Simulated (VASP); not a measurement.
# TaRu (Pm-3m) in VASP: single point with LDA

Aim: the single point of TaRu with LDA.

Program: VASP 6.6.1. These are calculated values, not measurements. Logs are shortened: lines on timing, memory, paths and dates and some standing lists are left out, and cuts for length are marked.

## (1) The cell of the first run

The structure is cubic, space group Pm-3m (No. 221). Conventional cell: a = 3.187 Å, b = 3.187 Å, c = 3.187 Å, α = 90.00°, β = 90.00°, γ = 90.00°. Ta (site symmetry m-3m) has 8 Ru at 2.76 Å and 6 Ta at 3.19 Å within 3.6 Å. Within 3.6 Å of Ru (site symmetry m-3m) lie 8 Ta at 2.76 Å and 6 Ru at 3.19 Å.

## (2) Single point, LDA

Input file INCAR:

```
SYSTEM = TaRu
PREC = Accurate
ENCUT = 500
EDIFF = 1E-6
ISMEAR = 1
SIGMA = 0.1
LREAL = .False.
LASPH = .True.
NELM = 120
ALGO = Normal
ISIF = 2
LWAVE = .False.
LCHARG = .False.
GGA = CA
NBANDS = 20
GGA_COMPAT = .False.
```

Input file KPOINTS:

```
Automatic mesh
0
Gamma
  8 8 8
  0 0 0
```

Input file POSCAR:

```
TaRu
1.0
    3.1870000000      0.0000000000      0.0000000000
    0.0000000000      3.1870000000      0.0000000000
    0.0000000000      0.0000000000      3.1870000000
Ta Ru
1 1
Direct
    0.5000000000      0.5000000000      0.5000000000
    0.0000000000      0.0000000000      0.0000000000
```

Potentials or basis: VASP PAW LDA potentials, release 64 (Ta_pv, Ru_pv).

Run with:

```console
$ cat potpaw_LDA.64/Ta_pv/POTCAR potpaw_LDA.64/Ru_pv/POTCAR > POTCAR
$ mpirun -np 1 vasp_std > vasp.out
```

OUTCAR:

```text
SYSTEM = TaRu
   PREC = Accurate
   ENCUT = 500
   EDIFF = 1E-6
   ISMEAR = 1
   LREAL = .False.
   LASPH = .True.
   NELM = 120
   ISIF = 2
   GGA = CA

 ion  position               nearest neighbor table
   1  0.500  0.500  0.500-   2 2.76   2 2.76   2 2.76   2 2.76   2 2.76   2 2.76   2 2.76   2 2.76

   2  0.000  0.000  0.000-   1 2.76   1 2.76   1 2.76   1 2.76   1 2.76   1 2.76   1 2.76   1 2.76

  LATTYP: Found a simple cubic cell.
 ALAT       =     3.1870000000

  Lattice vectors:

 A1 = (   3.1870000000,   0.0000000000,   0.0000000000)
 A2 = (   0.0000000000,   3.1870000000,   0.0000000000)
 A3 = (   0.0000000000,   0.0000000000,   3.1870000000)

Analysis of symmetry for initial positions (statically):
=====================================================================
 Subroutine PRICEL returns:
 Original cell was already a primitive cell.

 Routine SETGRP: Setting up the symmetry group for a
 simple cubic supercell.

 Subroutine GETGRP returns: Found 48 space group operations
 (whereof 48 operations were pure point group operations)
 out of a pool of 48 trial point group operations.

The static configuration has the point symmetry O_h .

Analysis of symmetry for dynamics (positions and initial velocities):
=====================================================================
 Subroutine PRICEL returns:
 Original cell was already a primitive cell.

 Routine SETGRP: Setting up the symmetry group for a
 simple cubic supercell.

 Subroutine GETGRP returns: Found 48 space group operations
 (whereof 48 operations were pure point group operations)
 out of a pool of 48 trial point group operations.

The dynamic configuration has the point symmetry O_h .

 Subroutine INISYM returns: Found 48 space group operations
 (whereof 48 operations are pure point group operations),
 and found     1 'primitive' translations

----------------------------------------------------------------------------------------

                                     Primitive cell

  volume of cell :      32.3703

  direct lattice vectors                    reciprocal lattice vectors
     3.187000000  0.000000000  0.000000000     0.313774710  0.000000000  0.000000000
     0.000000000  3.187000000  0.000000000     0.000000000  0.313774710  0.000000000
     0.000000000  0.000000000  3.187000000     0.000000000  0.000000000  0.313774710

  length of vectors
[... 74 lines left out ...]
   ISTART =      0    job   : 0-new  1-cont  2-samecut
   ICHARG =      2    charge: 1-file 2-atom 10-const
   ISPIN  =      1    spin polarized calculation?
   LNONCOLLINEAR =      F non collinear calculations
   LSORBIT =      F    spin-orbit coupling
   LASPH  =      T    aspherical Exc in radial PAW
   ENCUT  =  500.0 eV  36.75 Ry    6.06 a.u.   5.81  5.81  5.81*2*pi/ulx,y,z
   NELM   =    120;   NELMIN=  2; NELMDL= -5     # of ELM steps
   EDIFF  = 0.1E-05   stopping-criterion for ELM
   LREAL  =      F    real-space projection
   EDIFFG = 0.1E-04   stopping-criterion for IOM
   NSW    =      0    number of steps for IOM
   IBRION =     -1    ionic relax: 0-MD 1-quasi-New 2-CG
   NFREE  =      0    steps in history (QN), initial steepest desc. (CG)
   ISIF   =      2    stress and relaxation
   ISYM   =      2    0-nonsym 1-usesym 2-fastsym
   POTIM  = 0.5000    time-step for ionic-motion
   TEBEG  =    0.0;   TEEND  =   0.0 temperature during run
   PSTRESS=    0.0 pullay stress
   NELECT =      25.0000    total number of electrons
   NUPDOWN=      -1.0000    fix difference up-down
   EMIN   =  10.00;   EMAX   =-10.00  energy-range for DOS
   EFERMI =   0.00;   METHOD = LEGACY
   ISMEAR =     1;   SIGMA  =   0.10  broadening in eV -4-tet -1-fermi 0-gaus
   EFERMI_NEDOS =   21; number of points for ismear=-14 and -15
   IALGO  =     38    algorithm
   IMIX   =      4    mixing-type and parameters
     AMIX     =   0.40;   BMIX     =  1.00
     AMIX_MAG =   1.60;   BMIX_MAG =  1.00
  volume/ion in A,a.u.               =      16.19       109.22
  Fermi-wavevector in a.u.,A,eV,Ry     =   1.502010  2.838387 30.695199  2.256033
  Thomas-Fermi vector in A             =   2.613306
   LORBIT       =      0    0 simple, 1 ext, 2 COOP (PROOUT), +10 PAW based schemes
   GGA     = CA    functional components
   LHFCALC =     F    Hartree Fock is set to
   AEXX    =    0.0000 exact exchange contribution
   IVDW    =     0    specifies the selected vdW correction
   LEPSILON=     F    determine dielectric tensor
   LRPA    =     F    only Hartree local field effects (RPA)
 non-spin polarized calculation
 Methfessel and Paxton  Order N= 1 SIGMA  =   0.10
  energy-cutoff  :      500.00
  volume of cell :       32.37
 maximum number of plane-waves:       840
 NGX is ok and might be reduce to    24
   NGX = 11   NGY = 11   NGZ = 11

 number of electron      24.9999993 magnetization

 Free energy of the ion-electron system (eV)
  ---------------------------------------------------
  ext. energy  EPLUGINS =         0.00000000
  ---------------------------------------------------
  free energy    TOTEN  =       -23.89894399 eV

  energy without entropy =      -23.89684359  energy(sigma->0) =      -23.89824386

 E-fermi :   9.1357     XC(G=0): -13.3533

 val. band max:        9.1286596305   @ k =   0.5000   0.3750   0.1250
 cond. band min:       9.1626693713   @ k =   0.5000   0.2500   0.1250
 fundamental gap:      0.0340097408
 Fermi energy:         9.1357158139

 k-point     1 :       0.0000    0.0000    0.0000
  band No.  band energies     occupation
      1     -33.7937      2.00000
      2     -33.7937      2.00000
      3     -33.7937      2.00000
      4     -25.7320      2.00000
      5     -25.7320      2.00000
      6     -25.7320      2.00000
[... 541 lines left out ...]
     19      18.3330      0.00000
     20      19.1381      0.00000

 [... further k-points ...]
[... 5 lines left out ...]
  --------------------------------------------------------------------------------------
  -------------------------------------------------------------------------------------
  Total       -3.0544767     -3.0544767     -3.0544767     -0.0000000      0.0000000     -0.0000000
  in kB     -151.1823898   -151.1823898   -151.1823898     -0.0000000      0.0000000     -0.0000000
  external PRESSURE =    -151.1823898 kB  Pullay stress =       0.0000000 kB

 VOLUME and BASIS-vectors are now :
 -----------------------------------------------------------------------------
  energy-cutoff  :      500.00
  volume of cell :       32.37
      direct lattice vectors                 reciprocal lattice vectors
     3.187000000  0.000000000  0.000000000     0.313774710  0.000000000  0.000000000
     0.000000000  3.187000000  0.000000000     0.000000000  0.313774710  0.000000000
     0.000000000  0.000000000  3.187000000     0.000000000  0.000000000  0.313774710

 POSITION                                       TOTAL-FORCE (eV/Angst)
 -----------------------------------------------------------------------------------
      1.59350      1.59350      1.59350         0.000000      0.000000      0.000000
      0.00000      0.00000      0.00000         0.000000      0.000000      0.000000
 -----------------------------------------------------------------------------------
    total drift:                                0.000000      0.000000     -0.000000

  FREE ENERGIE OF THE ION-ELECTRON SYSTEM (eV)
  ---------------------------------------------------
  free  energy   TOTEN  =       -23.8989439891 eV

  energy  without entropy=      -23.8968435947  energy(sigma->0) =      -23.89824386
```

OSZICAR:

```text
N       E                     dE             d eps       ncg     rms          rms(c)
DAV:   1     0.222950768498E+03    0.22295E+03   -0.13860E+04  1400   0.125E+03
DAV:   2    -0.197151715868E+02   -0.24267E+03   -0.23773E+03  1512   0.389E+02
DAV:   3    -0.251501976116E+02   -0.54350E+01   -0.53832E+01  1648   0.599E+01
DAV:   4    -0.251911356710E+02   -0.40938E-01   -0.40872E-01  1652   0.529E+00
DAV:   5    -0.251917523656E+02   -0.61669E-03   -0.61580E-03  1688   0.572E-01    0.171E+01
DAV:   6    -0.241345653959E+02    0.10572E+01   -0.14832E+00  1576   0.106E+01    0.682E+00
DAV:   7    -0.239696338699E+02    0.16493E+00   -0.88728E-01  1588   0.574E+00    0.226E+00
DAV:   8    -0.239048904369E+02    0.64743E-01   -0.30041E-01  1568   0.303E+00    0.612E-01
DAV:   9    -0.238991713567E+02    0.57191E-02   -0.67515E-03  1636   0.724E-01    0.172E-01
DAV:  10    -0.238989417792E+02    0.22958E-03   -0.49624E-04  1732   0.173E-01    0.448E-02
DAV:  11    -0.238989445880E+02   -0.28088E-05   -0.10960E-05  1672   0.294E-02    0.963E-03
DAV:  12    -0.238989439891E+02    0.59889E-06   -0.29756E-06  1360   0.918E-03
   1 F= -.23898944E+02 E0= -.23898244E+02  d E =-.210039E-02
```

Wall time 9.1 s (1 thread of Intel Xeon Platinum 8259CL at 2.50GHz (Skylake/Cascade Lake), shared host); peak memory 0.14 GiB.

What came out:

| Item | Value |
| --- | --- |
| Free energy | -23.8989 eV |
| Pressure | -15.1 GPa |
| Band gap on the k mesh | zero (an odd number of electrons rules out a gap without spin polarisation) |

Caveat: the cell stands under tension; spin-orbit coupling is left out, which moves the levels of the heavy elements.
